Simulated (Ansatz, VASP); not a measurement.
# WS2 in VASP and in Ansatz

File INCAR:

```
  PREC = Accurate
  ENCUT = 520
  EDIFF = 1E-6
  ISMEAR = 0
  SIGMA = 0.05
  LREAL = False
  LASPH = True
  NELM = 80
  ALGO = Normal
  ISIF = 2
  LWAVE = False
  LCHARG = True
  LDIPOL = True
  IDIPOL = 3
  DIPOL = 0.5 0.5 0.394
  GGA = PE
  IVDW = 12
  LELF = True
  LVHAR = True
  LVACPOTAV = True
  NBANDS = 35
```

The input KPOINTS:

```
Automatic mesh
0
Gamma
  9 9 1
```

File POSCAR:

```
WS2
1.0
    3.1595457497      0.0000000000      0.0000000000
   -1.5797728749      2.7362468836      0.0000000000
    0.0000000000      0.0000000000     23.8042575719
S W
4 2
Direct
    0.3333333333      0.6666666667      0.1890418126
    0.3333333333      0.6666666667      0.3214605103
    0.6666666667      0.6666666667      0.4668126596
    0.6666666667      0.6666666667      0.5992313572
    0.6666666667      0.3333333333      0.2552511581
    0.3333333333      1.0000000000      0.5330220050
```

Input for Ansatz:

```yaml
crystal:
  lattice:
    - [3.1595457497, 0.0, 0.0]
    - [-1.5797728749, 2.7362468836, 0.0]
    - [0.0, 0.0, 23.8042575719]
  atoms:
    - { symbol: S, position: [0.3333333333, 0.6666666667, 0.1890418126] }
    - { symbol: W, position: [0.6666666667, 0.3333333333, 0.2552511581] }
    - { symbol: S, position: [0.3333333333, 0.6666666667, 0.3214605103] }
    - { symbol: S, position: [0.6666666667, 0.6666666667, 0.4668126596] }
    - { symbol: W, position: [0.3333333333, 1.0, 0.533022005] }
    - { symbol: S, position: [0.6666666667, 0.6666666667, 0.5992313572] }
basis:
  ecutwfc: 420
kpoints:
  mp_grid: { grid: [9, 9, 1] }
hamiltonian:
  xc: pbe
  pseudopotentials: { kind: paw, azcp: { folder: soft_1 } }
  dispersion: d3bj
scf:
  occupations: { method: gaussian, width: 0.05 }
output:
  forces: true
  eigenvalues: true
efield:
  axis: 3
  dipole_correction: true
  ramp_width: 0.04
```

Alike in both runs: task single point; functional PBE; dispersion D3(BJ); k mesh 9 × 9 × 1; occupations gaussian, width 0.05 eV; no spin polarisation.

```csv
,VASP,Ansatz
version,VASP 6.6.1,Ansatz 0.2.0
potentials or method,"VASP PAW PBE potentials, release 64 (S, W_sv), cutoff 520 eV","scalar-relativistic, plane waves, PAW"
valence electrons in the cell,52,52
```

Ansatz gave:

```
gap on the k mesh at the Fermi level (eV) : 1.73
least direct gap on the mesh (eV)         : 1.91
rms of the force components (eV/Å)        : 0.019
```

Question: Which values does VASP return?

Answer: gap on the k mesh at the Fermi level (eV): 1.75; least direct gap on the mesh (eV): 1.91; rms of the force components (eV/Å): 0.019.

Neither program's run includes spin-orbit coupling.
